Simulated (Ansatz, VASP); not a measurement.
## As in VASP and in Ansatz

The input INCAR:

```
SYSTEM = As
PREC = Accurate ; ENCUT = 520
EDIFF = 1E-8 ; ISMEAR = -1
SIGMA = 0.05 ; LREAL = .FALSE.
LASPH = .TRUE. ; NELM = 120
ALGO = Normal ; ISIF = 2
LWAVE = .FALSE. ; LCHARG = .FALSE.
GGA = CA ; LEFG = .TRUE.
NBANDS = 22 ; GGA_COMPAT = .FALSE.
```

KPOINTS

```
regular mesh
0
G
  13 13 13
  0 0 0
```

File POSCAR:

```
As
1.0
    1.8734626231      1.0816441497      3.4741118193
   -1.8734626231      1.0816441497      3.4741118193
    0.0000000000     -2.1632882995      3.4741118193
As
2
Direct
    0.2275400000      0.2275400000      0.2275400000
    0.7724600000      0.7724600000      0.7724600000
```

Input for Ansatz:

```yaml
crystal:
  lattice:
    - [1.8734626231, 1.0816441497, 3.4741118193]
    - [-1.8734626231, 1.0816441497, 3.4741118193]
    - [0.0, -2.1632882995, 3.4741118193]
  atoms:
    - { symbol: As, position: [0.22754, 0.22754, 0.22754] }
    - { symbol: As, position: [0.77246, 0.77246, 0.77246] }
kpoints:
  mp_grid: { grid: [13, 13, 13] }
scf:
  occupations: { method: fermi_dirac, width: 0.05 }
hamiltonian:
  xc: lda
  pseudopotentials: { kind: paw }
output:
  forces: true
  stress: true
  eigenvalues: true
  efg: { contact_densities: true }
  write_density: true
  write_potential: true
  elf: true
  volumetric_format: npy
```

Change from the starting cell: volume scaled by 0.99, PAW files.

Alike in both runs: task electric field gradients; functional LDA; k mesh 13 × 13 × 13; occupations fermi-dirac, width 0.05 eV; no spin polarisation.

|  | VASP | Ansatz |
| --- | --- | --- |
| version | VASP 6.6.1 | Ansatz 0.2.0 |
| potentials or method | VASP PAW LDA potentials, release 64 (As_d) | PAW with Ansatz's default frozen-core files, scalar-relativistic |
| plane-wave cutoff (eV) | 520 | 420 |
| valence electrons in the cell | 30 | 30 |

Ansatz gave:

* pressure (GPa): -0.7
* traceless stress, the component that is largest in VASP (GPa): -0.77
* rms of the force components (eV/Å): 0.078
* size of Vzz on the site where it differs most (V/Å²): 48.4

Problem. What did VASP give for the same quantities?

Solution. Pressure (GPa): -0.4; traceless stress, the component that is largest in VASP (GPa): -0.84; rms of the force components (eV/Å): 0.099; size of Vzz on the site where it differs most (V/Å²): 46.9.

LDA's correlation is that of Perdew and Zunger in VASP and of Perdew and Wang (1992) in Ansatz. Atom by atom the forces differ by 0.021 eV/Å (rms over components).
